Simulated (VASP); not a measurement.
Set up this calculation in VASP 6.6.1, as the native input.

```
Task                   : single point
Functional             : RPBE
Potentials or basis    : VASP PAW PBE potentials, release 64 (Cl, Li_sv)
Cutoff                 : 520 eV
k mesh                 : 5 × 5 × 5
Occupations            : fermi-dirac, width 0.05 eV
Spin                   : no spin polarisation
Dipole correction      : no
Further INCAR settings : ALGO = Normal; EDIFF = 1e-06; NBANDS = 12
```

The structure of LiCl lies in POSCAR:

```
LiCl
1.0
    0.0000000000      2.5647700000      2.5647700000
    2.5647700000      0.0000000000      2.5647700000
    2.5647700000      2.5647700000      0.0000000000
Cl Li
1 1
Direct
    0.5000000000      0.5000000000      0.5000000000
    0.0000000000      0.0000000000      0.0000000000
```

These files were run (other wordings do the same):

INCAR

```
PREC     = Accurate       # precision mode
ENCUT    = 520            # plane-wave cutoff, eV
EDIFF    = 1E-6           # SCF threshold, eV
ISMEAR   = -1             # smearing method
SIGMA    = 0.05           # smearing width, eV
LREAL    = F              # projectors in reciprocal space
LASPH    = T              # aspherical terms in the spheres
NELM     = 80             # most SCF steps
ALGO     = Normal         # electronic algorithm
ISIF     = 2              # what is computed and relaxed
LWAVE    = F              # write WAVECAR
LCHARG   = T              # write CHGCAR
GGA      = RP             # functional
LELF     = T              # ELF
LVHAR    = T            
NBANDS   = 12             # bands
```

KPOINTS

```
Automatic mesh
0
Gamma
  5 5 5
```

Potentials or basis: VASP PAW PBE potentials, release 64 (Cl, Li_sv).

Run with:

```sh
$ cat potpaw_PBE.64/Cl/POTCAR potpaw_PBE.64/Li_sv/POTCAR > POTCAR
$ mpirun -np 1 vasp_std > vasp.out
```

Results of the run:

```yaml
Band_gap_on_the_k_mesh: 6.60 eV, direct
```

Caveat: the k points lie up to 0.42 Å⁻¹ apart.

It took 3 s on 1 thread of Intel(R) Xeon(R) 6975P-C (Granite Rapids), with other jobs on the host, peak memory 0.14 GiB.
